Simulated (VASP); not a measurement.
# As (Cmce) in VASP: notebook

The runs below take As through single point, with PBEsol.

All numbers are computed with VASP 6.6.1; they aren't measurements. Logs are shortened: lines on timing, memory, paths and dates and some standing lists are left out, and cuts for length are marked.

## (1) The cell of the first run

It takes space group Cmce (No. 64, orthorhombic). Conventional cell: a = 3.650 Å, b = 11.000 Å, c = 4.291 Å, α = 90.00°, β = 90.00°, γ = 90.00°. Within 3.2 Å of As (site symmetry m) lie 3 As at 2.45 to 2.47 Å.

## (2) Single point, PBEsol

The input, INCAR:

```
PREC = Accurate
ENCUT = 520
EDIFF = 1E-6
ISMEAR = -1
SIGMA = 0.05
LREAL = F
LASPH = T
NELM = 60
ALGO = Normal
ISIF = 2
LWAVE = F
LCHARG = F
GGA = PS
NBANDS = 18
```

The input, KPOINTS:

```
Automatic mesh
0
Gamma
  8 8 6
```

The input, POSCAR:

```
As
1.0
    1.8250000000     -5.5000000000      0.0000000000
    1.8250000000      5.5000000000      0.0000000000
    0.0000000000      0.0000000000      4.2912000000
As
4
Direct
    0.3900000000      0.6100000000      0.5600000000
    0.8900000000      0.1100000000      0.9400000000
    0.6100000000      0.3900000000      0.4400000000
    0.1100000000      0.8900000000      0.0600000000
```

Potentials or basis: VASP PAW PBE potentials, release 64 (As).

Run with:

```sh
$ cat potpaw_PBE.64/As/POTCAR > POTCAR
$ mpirun -np 1 vasp_std > vasp.out
```

OUTCAR:

```text
PREC = Accurate
   ENCUT = 520
   EDIFF = 1E-6
   ISMEAR = -1
   LREAL = F
   LASPH = T
   NELM = 60
   ISIF = 2
   GGA = PS

 ion  position               nearest neighbor table
   1  0.390  0.610  0.560-   2 2.45   2 2.45   3 2.47
   2  0.890  0.110  0.940-   1 2.45   1 2.45   4 2.47
   3  0.610  0.390  0.440-   4 2.45   4 2.45   1 2.47
   4  0.110  0.890  0.060-   3 2.45   3 2.45   2 2.47

  LATTYP: Found a base centered orthorhombic cell.
 ALAT       =     3.6500000000
 B/A-ratio  =     3.0136986301
 C/A-ratio  =     1.1756712329

  Lattice vectors:

 A1 = (   1.8250000000,  -5.5000000000,   0.0000000000)
 A2 = (   1.8250000000,   5.5000000000,   0.0000000000)
 A3 = (   0.0000000000,   0.0000000000,   4.2912000000)

Analysis of symmetry for initial positions (statically):
=====================================================================
 Subroutine PRICEL returns:
 Original cell was already a primitive cell.

 Routine SETGRP: Setting up the symmetry group for a
 base centered orthorhombic supercell.

 Subroutine GETGRP returns: Found  8 space group operations
 (whereof  4 operations were pure point group operations)
 out of a pool of  8 trial point group operations.

The static configuration has the point symmetry C_2h.
 The point group associated with its full space group is D_2h.

Analysis of symmetry for dynamics (positions and initial velocities):
=====================================================================
 Subroutine PRICEL returns:
 Original cell was already a primitive cell.

 Routine SETGRP: Setting up the symmetry group for a
 base centered orthorhombic supercell.

 Subroutine GETGRP returns: Found  8 space group operations
 (whereof  4 operations were pure point group operations)
 out of a pool of  8 trial point group operations.

The dynamic configuration has the point symmetry C_2h.
 The point group associated with its full space group is D_2h.

 Subroutine INISYM returns: Found  8 space group operations
 (whereof  4 operations are pure point group operations),
 and found     1 'primitive' translations

----------------------------------------------------------------------------------------

                                     Primitive cell

  volume of cell :      86.1458

  direct lattice vectors                    reciprocal lattice vectors
     1.825000000 -5.500000000  0.000000000     0.273972603 -0.090909091  0.000000000
     1.825000000  5.500000000  0.000000000     0.273972603  0.090909091  0.000000000
     0.000000000  0.000000000  4.291200000     0.000000000  0.000000000  0.233035048

  length of vectors
     5.794879205  5.794879205  4.291200000     0.288661480  0.288661480  0.233035048

  position of ions in fractional coordinates (direct lattice)
     0.390000000  0.610000000  0.560000000
     0.890000000  0.110000000  0.940000000
     0.610000000  0.390000000  0.440000000
     0.110000000  0.890000000  0.060000000

  ion indices of the primitive-cell ions
   primitive index   ion index
                 1           1
                 2           2
                 3           3
                 4           4

----------------------------------------------------------------------------------------

 KPOINTS: Automatic mesh

Automatic generation of k-mesh.
 Grid dimensions read from file:
 generate k-points for:    8    8    6

 Generating k-lattice:

  Cartesian coordinates                     Fractional coordinates (reciprocal lattice)
     0.034246575 -0.011363636  0.000000000     0.125000000 -0.000000000  0.000000000
     0.034246575  0.011363636  0.000000000    -0.000000000  0.125000000  0.000000000
     0.000000000  0.000000000  0.038839175     0.000000000  0.000000000  0.166666667

  Length of vectors
     0.036082685  0.036082685  0.038839175

  Shift w.r.t. Gamma in fractional coordinates (k-lattice)
     0.000000000  0.000000000  0.000000000

 Subroutine IBZKPT returns following result:
 ===========================================

 Found     84 irreducible k-points:

 Following reciprocal coordinates:
            Coordinates               Weight
  0.000000  0.000000  0.000000      1.000000
  0.125000  0.000000  0.000000      4.000000
  0.250000  0.000000  0.000000      4.000000
  0.375000  0.000000  0.000000      4.000000
  0.500000  0.000000  0.000000      2.000000
  0.125000  0.125000  0.000000      2.000000
[... 16 lines left out ...]
  0.125000  0.000000  0.166667      8.000000
  0.250000  0.000000  0.166667      8.000000
 [... further k-points ...]
   k-points           NKPTS =     84   k-points in BZ     NKDIM =     84   number of bands    NBANDS=     18
   number of dos      NEDOS =    301   number of ions     NIONS =      4
   total plane-waves  NPLWV =  73728
   dimension x,y,z NGX =    48 NGY =   48 NGZ =   32
   dimension x,y,z NGXF=    96 NGYF=   96 NGZF=   64
   ions per type =               4
   NGX,Y,Z   is equivalent  to a cutoff of  13.77, 13.77, 12.40 a.u.
   NGXF,Y,Z  is equivalent  to a cutoff of  27.54, 27.54, 24.79 a.u.
 SYSTEM =  unknown system
   PREC   = accura    normal or accurate (medium, high low for compatibility)
   ISTART =      0    job   : 0-new  1-cont  2-samecut
   ICHARG =      2    charge: 1-file 2-atom 10-const
   ISPIN  =      1    spin polarized calculation?
   LNONCOLLINEAR =      F non collinear calculations
   LSORBIT =      F    spin-orbit coupling
   LASPH  =      T    aspherical Exc in radial PAW
   ENCUT  =  520.0 eV  38.22 Ry    6.18 a.u.  10.77 10.77  7.98*2*pi/ulx,y,z
   NELM   =     60;   NELMIN=  2; NELMDL= -5     # of ELM steps
   EDIFF  = 0.1E-05   stopping-criterion for ELM
   LREAL  =      F    real-space projection
   EDIFFG = 0.1E-04   stopping-criterion for IOM
   NSW    =      0    number of steps for IOM
   IBRION =     -1    ionic relax: 0-MD 1-quasi-New 2-CG
   NFREE  =      0    steps in history (QN), initial steepest desc. (CG)
   ISIF   =      2    stress and relaxation
   ISYM   =      2    0-nonsym 1-usesym 2-fastsym
   POTIM  = 0.5000    time-step for ionic-motion
   TEBEG  =    0.0;   TEEND  =   0.0 temperature during run
   PSTRESS=    0.0 pullay stress
   NELECT =      20.0000    total number of electrons
   NUPDOWN=      -1.0000    fix difference up-down
   EMIN   =  10.00;   EMAX   =-10.00  energy-range for DOS
   EFERMI =   0.00;   METHOD = LEGACY
   ISMEAR =    -1;   SIGMA  =   0.05  broadening in eV -4-tet -1-fermi 0-gaus
   EFERMI_NEDOS =   21; number of points for ismear=-14 and -15
   IALGO  =     38    algorithm
   IMIX   =      4    mixing-type and parameters
     AMIX     =   0.40;   BMIX     =  1.00
     AMIX_MAG =   1.60;   BMIX_MAG =  1.00
  volume/ion in A,a.u.               =      21.54       145.34
  Fermi-wavevector in a.u.,A,eV,Ry     =   1.006175  1.901394 13.774369  1.012388
  Thomas-Fermi vector in A             =   2.138901
   LORBIT       =      0    0 simple, 1 ext, 2 COOP (PROOUT), +10 PAW based schemes
   GGA     = PS    functional components
   LHFCALC =     F    Hartree Fock is set to
   AEXX    =    0.0000 exact exchange contribution
   IVDW    =     0    specifies the selected vdW correction
   LEPSILON=     F    determine dielectric tensor
   LRPA    =     F    only Hartree local field effects (RPA)
 non-spin polarized calculation
  energy-cutoff  :      520.00
  volume of cell :       86.15
 maximum number of plane-waves:      2348
 NGX is ok and might be reduce to    48
   NGX = 21   NGY = 21   NGZ = 15

 number of electron      20.0000001 magnetization

 Free energy of the ion-electron system (eV)
  ---------------------------------------------------
  ext. energy  EPLUGINS =         0.00000000
  ---------------------------------------------------
  free energy    TOTEN  =       -20.20808826 eV

  energy without entropy =      -20.20451088  energy(sigma->0) =      -20.20629957

 E-fermi :   5.1200     XC(G=0): -10.0770

 val. band max:        5.0280998332   @ k =   0.5000   0.3750   0.0000
 cond. band min:       5.1380074682   @ k =  -0.3750   0.3750   0.0000
 fundamental gap:      0.1099076349
 Fermi energy:         5.1199617254

 k-point     1 :       0.0000    0.0000    0.0000
  band No.  band energies     occupation
      1     -10.0499      2.00000
      2      -7.2313      2.00000
      3      -4.0345      2.00000
      4      -1.2755      2.00000
      5      -0.6493      2.00000
      6       0.7129      2.00000
[... 10 lines left out ...]
     17      12.0656      0.00000
     18      12.3933      0.00000

 k-point     2 :       0.1250    0.0000    0.0000
  band No.  band energies     occupation
      1      -9.8810      2.00000
      2      -7.0994      2.00000
      3      -4.2868      2.00000
      4      -1.2416      2.00000
      5      -1.0746      2.00000
      6       0.8832      2.00000
[... 10 lines left out ...]
     17      11.0434      0.00000
     18      11.9979      0.00000

 k-point     3 :       0.2500    0.0000    0.0000
  band No.  band energies     occupation
      1      -9.3800      2.00000
      2      -6.7012      2.00000
      3      -5.0758      2.00000
      4      -2.5349      2.00000
      5      -0.4890      2.00000
      6       0.9138      2.00000
[... 10 lines left out ...]
     17      10.9249      0.00000
     18      11.9713      0.00000

 k-point     4 :       0.3750    0.0000    0.0000
  band No.  band energies     occupation
      1      -8.5668      2.00000
      2      -6.2508      2.00000
      3      -6.0317      2.00000
      4      -3.9015      2.00000
      5       0.4103      2.00000
      6       1.1248      2.00000
[... 375 lines left out ...]
      4      -1.6267      2.00000
      5      -0.8667      2.00000
      6       1.3752      2.00000
[... 10 lines left out ...]
     17      11.7374      0.00000
     18      12.5406      0.00000

 k-point    23 :       0.1250    0.0000    0.1667
  band No.  band energies     occupation
      1      -9.7042      2.00000
      2      -7.1743      2.00000
      3      -4.5270      2.00000
      4      -1.8447      2.00000
      5      -0.7588      2.00000
      6       0.5663      2.00000
[... 10 lines left out ...]
     17      11.8181      0.00000
     18      12.4357      0.00000

 k-point    24 :       0.2500    0.0000    0.1667
  band No.  band energies     occupation
      1      -9.2097      2.00000
      2      -6.7922      2.00000
      3      -5.0555      2.00000
      4      -2.7152      2.00000
      5      -0.4154      2.00000
      6       0.0691      2.00000
[... 10 lines left out ...]
     17      11.0754      0.00000
     18      12.4001      0.00000

 [... further k-points ...]

------------------------ aborting loop because EDIFF is reached ----------------------------------------

  FORCE on cell =-STRESS in cart. coord.  units (eV):
  Direction    XX          YY          ZZ          XY          YZ          ZX
  --------------------------------------------------------------------------------------
  -------------------------------------------------------------------------------------
  Total        2.3669927      0.7104521      1.9400637      0.0000000      0.0000000      0.0000000
  in kB       44.0223476     13.2132928     36.0821377      0.0000000      0.0000000      0.0000000
  external PRESSURE =      31.1059260 kB  Pullay stress =       0.0000000 kB

 VOLUME and BASIS-vectors are now :
 -----------------------------------------------------------------------------
  energy-cutoff  :      520.00
  volume of cell :       86.15
      direct lattice vectors                 reciprocal lattice vectors
     1.825000000 -5.500000000  0.000000000     0.273972603 -0.090909091  0.000000000
     1.825000000  5.500000000  0.000000000     0.273972603  0.090909091  0.000000000
     0.000000000  0.000000000  4.291200000     0.000000000  0.000000000  0.233035048

 POSITION                                       TOTAL-FORCE (eV/Angst)
 -----------------------------------------------------------------------------------
      1.82500      1.21000      2.40307         0.000000      0.210981     -0.472264
      1.82500     -4.29000      4.03373         0.000000      0.210981      0.472264
      1.82500     -1.21000      1.88813         0.000000     -0.210981      0.472264
      1.82500      4.29000      0.25747         0.000000     -0.210981     -0.472264
 -----------------------------------------------------------------------------------
    total drift:                               -0.000000      0.000000     -0.000000

  FREE ENERGIE OF THE ION-ELECTRON SYSTEM (eV)
  ---------------------------------------------------
  free  energy   TOTEN  =       -20.2080882606 eV

  energy  without entropy=      -20.2045108766  energy(sigma->0) =      -20.20629957
```

Wall time 2.6 min (1 thread of AMD EPYC 7R43 (Zen 3), shared host); peak memory 0.26 GiB.

Results:

```yaml
Free_energy: -20.2081 eV
Pressure: 3.1 GPa
Largest_force: 0.517 eV/Å
Band_gap_on_the_k_mesh: zero (band 10 reaches 5.30 eV, above the bottom of band 11 at 5.02 eV)
```

Forces in eV/Å, atoms in the order of the input:
```
As   0.000  0.211 -0.472
As   0.000  0.211  0.472
As   0.000 -0.211  0.472
As   0.000 -0.211 -0.472
```

Caveat: the PAW data sets were made with another functional, which shifts forces and pressure a little.

[end of part 1 of 2]
